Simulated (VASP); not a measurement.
# Ti4C in VASP: a series of runs, part 2 of 2

VASP 6.6.1. Earlier steps stand in the parts before.

### 3 Single point, LDA

The input, INCAR:

```
SYSTEM = Ti4C
ALGO     = Normal         ! electronic algorithm
DIPOL    = 0.5 0.5 0.380
EDIFF    = 1E-7           ! SCF threshold, eV
ENCUT    = 520            ! plane-wave cutoff, eV
IDIPOL   = 3            
ISIF     = 2              ! what is computed and relaxed
ISMEAR   = 0              ! smearing method
LASPH    = .True.         ! aspherical terms in the spheres
LCHARG   = .False.        ! write CHGCAR
LDIPOL   = .True.       
LREAL    = .False.        ! projectors in reciprocal space
LWAVE    = .False.        ! write WAVECAR
NBANDS   = 34             ! bands
NELM     = 100            ! most SCF steps
PREC     = Accurate       ! precision mode
SIGMA    = 0.1            ! smearing width, eV
```

The input, KPOINTS:

```
k-points
0
Gamma
  9 9 1
  0 0 0
```

The input, POSCAR:

```
Ti4C
1.0
    2.8639615639      0.0000000000      0.0000000000
   -1.4319807819      2.4802634698      0.0000000000
    0.0000000000      0.0000000000     22.2412339090
Ti C
4 1
Direct
    0.6666666667      0.3333333333      0.1798461370
    0.3333333333      0.6666666667      0.2817907594
    0.6666666667      0.3333333333      0.3878708239
    0.3333333333      0.6666666667      0.4829423562
    0.3333333333      0.8333333333      0.5656074412
```

Potentials or basis: VASP PAW LDA potentials, release 64 (Ti_sv, C).

Launch:

```sh
> cat potpaw_LDA.64/Ti_sv/POTCAR potpaw_LDA.64/C/POTCAR > POTCAR
> mpirun -np 1 vasp_std > vasp.out
```

OUTCAR:

```text
SYSTEM = Ti4C
   EDIFF = 1E-7
   ENCUT = 520
   ISIF = 2
   ISMEAR = 0
   LASPH = .True.
   LREAL = .False.
   NELM = 100
   PREC = Accurate

 ion  position               nearest neighbor table
   1  0.667  0.333  0.180-   2 2.81   2 2.81   2 2.81
   2  0.333  0.667  0.282-   1 2.81   1 2.81   1 2.81   3 2.88   3 2.88   3 2.88
   3  0.667  0.333  0.388-   4 2.68   4 2.68   4 2.68   2 2.88   2 2.88   2 2.88
   4  0.333  0.667  0.483-   5 1.90   3 2.68   3 2.68   3 2.68
   5  0.333  0.833  0.566-   4 1.90

  LATTYP: Found a hexagonal cell.
 ALAT       =     2.8639615639
 C/A-ratio  =     7.7658981843

  Lattice vectors:

 A1 = (   2.8639615639,   0.0000000000,   0.0000000000)
 A2 = (  -1.4319807819,   2.4802634698,   0.0000000000)
 A3 = (   0.0000000000,   0.0000000000,  22.2412339090)

Analysis of symmetry for initial positions (statically):
=====================================================================
 Subroutine PRICEL returns:
 Original cell was already a primitive cell.

 Routine SETGRP: Setting up the symmetry group for a
 hexagonal supercell.

 Subroutine GETGRP returns: Found  1 space group operations
 (whereof  1 operations were pure point group operations)
 out of a pool of 24 trial point group operations.

The static configuration has the point symmetry C_1 .

Analysis of symmetry for dynamics (positions and initial velocities):
=====================================================================
 Subroutine PRICEL returns:
 Original cell was already a primitive cell.

 Routine SETGRP: Setting up the symmetry group for a
 hexagonal supercell.

 Subroutine GETGRP returns: Found  1 space group operations
 (whereof  1 operations were pure point group operations)
 out of a pool of 24 trial point group operations.

The dynamic configuration has the point symmetry C_1 .

 Subroutine INISYM returns: Found  1 space group operations
 (whereof  1 operations are pure point group operations),
 and found     1 'primitive' translations

----------------------------------------------------------------------------------------

                                     Primitive cell

  volume of cell :     157.9879

  direct lattice vectors                    reciprocal lattice vectors
     2.863961564  0.000000000  0.000000000     0.349166697  0.201591487  0.000000000
    -1.431980782  2.480263470  0.000000000     0.000000000  0.403182973  0.000000000
     0.000000000  0.000000000 22.241233909     0.000000000  0.000000000  0.044961534

  length of vectors
     2.863961564  2.863961564 22.241233909     0.403182973  0.403182973  0.044961534

  position of ions in fractional coordinates (direct lattice)
     0.666666667  0.333333333  0.179846137
     0.333333333  0.666666667  0.281790759
     0.666666667  0.333333333  0.387870824
     0.333333333  0.666666667  0.482942356
     0.333333333  0.833333333  0.565607441

  ion indices of the primitive-cell ions
   primitive index   ion index
                 1           1
                 2           2
                 3           3
                 4           4
                 5           5

----------------------------------------------------------------------------------------

[... 50 lines left out ...]
 [... further k-points ...]
   k-points           NKPTS =     41   k-points in BZ     NKDIM =     41   number of bands    NBANDS=     34
   number of dos      NEDOS =    301   number of ions     NIONS =      5
   total plane-waves  NPLWV =  96768
   dimension x,y,z NGX =    24 NGY =   24 NGZ =  168
   dimension x,y,z NGXF=    48 NGYF=   48 NGZF=  336
   ions per type =               4   1
   NGX,Y,Z   is equivalent  to a cutoff of  13.93, 13.93, 12.56 a.u.
   NGXF,Y,Z  is equivalent  to a cutoff of  27.86, 27.86, 25.11 a.u.
 SYSTEM =  Ti4C
   PREC   = accura    normal or accurate (medium, high low for compatibility)
   ISTART =      0    job   : 0-new  1-cont  2-samecut
   ICHARG =      2    charge: 1-file 2-atom 10-const
   ISPIN  =      1    spin polarized calculation?
   LNONCOLLINEAR =      F non collinear calculations
   LSORBIT =      F    spin-orbit coupling
   LASPH  =      T    aspherical Exc in radial PAW
   ENCUT  =  520.0 eV  38.22 Ry    6.18 a.u.   5.33  5.33 41.35*2*pi/ulx,y,z
   NELM   =    100;   NELMIN=  2; NELMDL= -5     # of ELM steps
   EDIFF  = 0.1E-06   stopping-criterion for ELM
   LREAL  =      F    real-space projection
   EDIFFG = 0.1E-05   stopping-criterion for IOM
   NSW    =      0    number of steps for IOM
   IBRION =     -1    ionic relax: 0-MD 1-quasi-New 2-CG
   NFREE  =      0    steps in history (QN), initial steepest desc. (CG)
   ISIF   =      2    stress and relaxation
   ISYM   =      2    0-nonsym 1-usesym 2-fastsym
   POTIM  = 0.5000    time-step for ionic-motion
   TEBEG  =    0.0;   TEEND  =   0.0 temperature during run
   PSTRESS=    0.0 pullay stress
   NELECT =      52.0000    total number of electrons
   NUPDOWN=      -1.0000    fix difference up-down
   EMIN   =  10.00;   EMAX   =-10.00  energy-range for DOS
   EFERMI =   0.00;   METHOD = LEGACY
   ISMEAR =     0;   SIGMA  =   0.10  broadening in eV -4-tet -1-fermi 0-gaus
   EFERMI_NEDOS =   21; number of points for ismear=-14 and -15
   IALGO  =     38    algorithm
   IMIX   =      4    mixing-type and parameters
     AMIX     =   0.40;   BMIX     =  1.00
     AMIX_MAG =   1.60;   BMIX_MAG =  1.00
  volume/ion in A,a.u.               =      31.60       213.23
  Fermi-wavevector in a.u.,A,eV,Ry     =   1.130320  2.135995 17.383113  1.277623
  Thomas-Fermi vector in A             =   2.267016
   LORBIT       =      0    0 simple, 1 ext, 2 COOP (PROOUT), +10 PAW based schemes
   GGA     = CA    functional components
   LHFCALC =     F    Hartree Fock is set to
   AEXX    =    0.0000 exact exchange contribution
   IVDW    =     0    specifies the selected vdW correction
   LEPSILON=     F    determine dielectric tensor
   LRPA    =     F    only Hartree local field effects (RPA)
 non-spin polarized calculation
 Gauss-broadening in eV      SIGMA  =   0.10
  energy-cutoff  :      520.00
  volume of cell :      157.99
 maximum number of plane-waves:      4289
 NGX is ok and might be reduce to    24
   NGX = 11   NGY = 11   NGZ = 83

 dipolmoment           0.000000      0.000000     -0.141914 electrons x Angstroem

 number of electron      52.0000013 magnetization

 dipolmoment           0.000000      0.000000      0.102233 electrons x Angstroem

 Free energy of the ion-electron system (eV)
  ---------------------------------------------------
  ext. energy  EPLUGINS =         0.00000000
  ---------------------------------------------------
  free energy    TOTEN  =       -38.05539950 eV

  energy without entropy =      -38.01175939  energy(sigma->0) =      -38.03357945

 E-fermi :   0.6416     XC(G=0):  -6.5258

 val. band max:        0.6345647484   @ k =   0.3333   0.0000   0.0000
 cond. band min:       0.6499923010   @ k =  -0.3333   0.3333   0.0000
 fundamental gap:      0.0154275526
 Fermi energy:         0.6416327909

 k-point     1 :       0.0000    0.0000    0.0000
  band No.  band energies     occupation
      1     -55.5148      2.00000
      2     -55.2938      2.00000
      3     -55.1837      2.00000
      4     -54.8248      2.00000
      5     -32.3689      2.00000
      6     -32.1088      2.00000
[... 877 lines left out ...]
     33       2.6566      0.00000
     34       3.1026      0.00000

 [... further k-points ...]

------------------------ aborting loop because EDIFF is reached ----------------------------------------

 vacuum level on the upper side and lower side of the slab       (xc-potential included)         1.131        -1.469

  FORCE on cell =-STRESS in cart. coord.  units (eV):
  Direction    XX          YY          ZZ          XY          YZ          ZX
  --------------------------------------------------------------------------------------
  -------------------------------------------------------------------------------------
  Total       -3.2345887     -1.9942161     -0.1809561      0.1513793      1.5138055     -0.5994374
  in kB      -32.8024112    -20.2236216     -1.8351011      1.5351583     15.3517108     -6.0789775
  external PRESSURE =     -18.2870446 kB  Pullay stress =       0.0000000 kB

 VOLUME and BASIS-vectors are now :
 -----------------------------------------------------------------------------
  energy-cutoff  :      520.00
  volume of cell :      157.99
      direct lattice vectors                 reciprocal lattice vectors
     2.863961564  0.000000000  0.000000000     0.349166697  0.201591487  0.000000000
    -1.431980782  2.480263470  0.000000000     0.000000000  0.403182973  0.000000000
     0.000000000  0.000000000 22.241233909     0.000000000  0.000000000  0.044961534

 POSITION                                       TOTAL-FORCE (eV/Angst)
 -----------------------------------------------------------------------------------
      1.43198      0.82675      4.00000         0.001266      0.005183      0.557728
     -0.00000      1.65351      6.26737        -0.025776      0.013698     -0.318440
      1.43198      0.82675      8.62673        -0.123862      0.101766     -1.006804
     -0.00000      1.65351     10.74123         0.674937     -1.113389      0.743110
     -0.23866      2.06689     12.57981        -0.526565      0.992742      0.024405
 -----------------------------------------------------------------------------------
    total drift:                                0.000005     -0.000001      0.000948

  FREE ENERGIE OF THE ION-ELECTRON SYSTEM (eV)
  ---------------------------------------------------
  free  energy   TOTEN  =       -38.0553995026 eV

  energy  without entropy=      -38.0117593942  energy(sigma->0) =      -38.03357945

 vacuum level on the upper side and lower side of the slab         7.807         5.149
```

Wall time 8.1 min (1 thread of Intel Xeon Platinum 8175M at 2.50GHz (Skylake/Cascade Lake), shared host); peak memory 0.34 GiB.

Results:

```
Free energy            : -38.0554 eV
Largest force          : 1.499 eV/Å
Band gap on the k mesh : zero (bands 26 and 27 overlap by 1.04 eV)
```

Forces in eV/Å, atoms in the order of the input:
```
Ti   0.001  0.005  0.558
Ti  -0.026  0.014 -0.318
Ti  -0.124  0.102 -1.007
Ti   0.675 -1.113  0.743
C   -0.527  0.993  0.024
```

Levels at points of the mesh, in eV from the Fermi level:
```
           k point  band 23  band 24  band 25  band 26  band 27  band 28  band 29  band 30
(0.00, 0.00, 0.00)    -0.19     0.45     0.55     0.71     0.73     0.73     0.76     0.93
```

### 4 Single point, LDA

The input, INCAR:

```
PREC = Accurate
ENCUT = 520
EDIFF = 1E-7
ISMEAR = 0
SIGMA = 0.1
LREAL = False
LASPH = True
NELM = 60
ALGO = Normal
ISIF = 2
LWAVE = False
LCHARG = False
LDIPOL = True
IDIPOL = 3
DIPOL = 0.5 0.5 0.374
GGA = CA
NBANDS = 34
```

The input, KPOINTS:

```
Automatic mesh
0
Gamma
  9 9 1
```

Edit POSCAR of step 3 so:

```diff
@@ -12,2 +12,2 @@
     0.3333333333      0.6666666667      0.4829423562
-    0.3333333333      0.8333333333      0.5656074412
+    0.5000000000      1.3333333333      0.5376337214
```

Launch:

```sh
> cat potpaw_LDA.64/Ti_sv/POTCAR potpaw_LDA.64/C/POTCAR > POTCAR
> mpirun -np 1 vasp_std > vasp.out
```

Run time: 11 min. Hardware: 1 thread of Intel Xeon Platinum 8175M at 2.50GHz (Skylake/Cascade Lake), shared host; peak memory 0.33 GiB.

It converged, with:

* Free energy: -39.6112 eV
* Largest force: 3.152 eV/Å
* Band gap on the k mesh: zero (bands 26 and 27 overlap by 0.83 eV)

Forces on the atoms (eV/Å):
```
Ti   0.003 -0.003  0.629
Ti   0.031  0.001 -0.371
Ti  -0.046 -0.114 -1.359
Ti  -2.015  2.205  1.007
C    2.026 -2.090  0.095
```

Levels at points of the mesh, in eV from the Fermi level:
```csv
k point,band 24,band 25,band 26,band 27,band 28,band 29
"(0.00, 0.00, 0.00)",-0.21,0.39,0.45,0.73,0.74,0.78
```

### 5 Overview

| cell | gap on the mesh (eV) | largest force (eV/Å) |
| --- | --- | --- |
| as given, atomic positions A | none | 2.84 |
| as given, atomic positions B | none | 1.50 |
| as given, atomic positions C | none | 3.15 |

Alike in all rows: task single point; level LDA; potentials or basis VASP PAW LDA potentials, release 64 (Ti_sv, C); no spin polarisation; k mesh 9 × 9 × 1; cutoff (eV) 520; smearing gaussian 0.1 eV.

Absolute energies hang on the potentials; compare differences alone.
